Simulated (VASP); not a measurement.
Write the native input for VASP 6.6.1 that does the following.

| Property | Result |
| --- | --- |
| Task | single point |
| Functional | PBE |
| Potentials or basis | VASP PAW PBE potentials, release 64 (Al, O) |
| Cutoff | 520 eV |
| k mesh | 6 × 6 × 4 |
| Occupations | gaussian, width 0.1 eV |
| Spin | collinear spin, ferromagnetic start |
| Starting moments | [0.0, 1.0, 1.0] μB |
| Dipole correction | no |
| Further INCAR settings | ALGO = Normal; EDIFF = 1e-06; NBANDS = 18 |

The structure of AlO2 lies in POSCAR:

```
AlO2
1.0
    1.8282264400     -2.4509817800      0.0000000000
    1.8282264400      2.4509817800      0.0000000000
    0.0000000000      0.0000000000      4.4701370100
Al O
1 2
Direct
    0.5000000000      0.5000000000      0.5000000000
    0.5000000000      0.5000000000      0.8146551900
    0.5000000000      0.5000000000      0.1853448100
```

The cell was built from a structure type or drawn by symmetry, and may not be a known phase.

The input as run:

INCAR

```
SYSTEM = AlO2
PREC = Accurate
ENCUT = 520
EDIFF = 1E-6
ISMEAR = 0
SIGMA = 0.1
LREAL = .False.
LASPH = .True.
NELM = 150
ALGO = Normal
ISIF = 2
LWAVE = .False.
LCHARG = .True.
ISPIN = 2
MAGMOM = 0 1 1
LORBIT = 11
GGA = PE
LELF = .True.
LVHAR = .True.
NBANDS = 18
```

KPOINTS

```
regular mesh
0
Gamma
  6 6 4
  0 0 0
```

Potentials or basis: VASP PAW PBE potentials, release 64 (Al, O).

The run is started by

```bash
$ cat potpaw_PBE.64/Al/POTCAR potpaw_PBE.64/O/POTCAR > POTCAR
$ mpirun -np 1 vasp_std > vasp.out
```

Results of the run:

| Quantity | Value |
| --- | --- |
| Pressure | 62.8 GPa |
| Largest force | 15.334 eV/Å |
| Net moment | 0.00 μB per cell |
| Valence electrons inside the program's atomic spheres | Al 1.23; O 5.08 |

Caveat: the cell stands under pressure; forces of over 1 eV/Å act on the atoms, so gaps and moduli don't describe the material at rest.

Run time: 20 s on 1 thread of Intel(R) Xeon(R) 6975P-C (Granite Rapids), on a shared host, peak memory 0.18 GiB.
